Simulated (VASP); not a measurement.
A run of VASP 6.6.1:

File POSCAR:

```
FeO
1.0
    1.5188209000      0.8768916600      2.5195772800
   -1.5188209000      0.8768916600      2.5195772800
    0.0000000000     -3.5075666300      5.0391545700
Fe O
2 2
Direct
    0.0000000000      0.0000000000      0.0000000000
    0.0000000000      0.0000000000      0.5000000000
    0.5000000000      0.5000000000      0.2500000000
    0.5000000000      0.5000000000      0.7500000000
```

File INCAR.step1:

```
PREC = Accurate
ENCUT = 520
ISMEAR = -1
SIGMA = 0.05
LREAL = False
LASPH = True
NELM = 150
ISPIN = 2
MAGMOM = 4 4 0 0
LMAXMIX = 4
NBANDS = 26
GGA = PE
ALGO = Normal
EDIFF = 1E-4
LWAVE = True
LCHARG = False
LUSENCCL = False
```

The input INCAR.step2:

```
PREC = Accurate
ENCUT = 520
EDIFF = 1E-6
ISMEAR = -1
SIGMA = 0.05
LREAL = False
LASPH = True
NELM = 150
ALGO = Normal
ISIF = 2
LWAVE = False
LCHARG = False
ISPIN = 2
MAGMOM = 4 4 0 0
LORBIT = 11
LMAXMIX = 4
METAGGA = R2SCAN
LMIXTAU = True
NBANDS = 26
ISTART = 1
LUSENCCL = False
```

File KPOINTS:

```
Automatic mesh
0
Gamma
  9 9 5
```

Potentials or basis: VASP PAW PBE potentials, release 64 (Fe, O).

The run is started by

```bash
$ cat potpaw_PBE.64/Fe/POTCAR potpaw_PBE.64/O/POTCAR > POTCAR
$ cp INCAR.step1 INCAR
$ mpirun -np 1 vasp_std > vasp.out
$ cp INCAR.step2 INCAR
$ mpirun -np 1 vasp_std > vasp.out
```

Hardware: 1 × NVIDIA H100 80GB with 1 thread of AMD EPYC 7R13 Processor (Zen 3), with other jobs on the host.

**Question.** Estimate the wall time of this run.

**Answer.** It took 24 min on 1 × NVIDIA H100 80GB with 1 thread of AMD EPYC 7R13 Processor (Zen 3) (shared host), peak memory 1.4 GiB. Counts: k points 115.
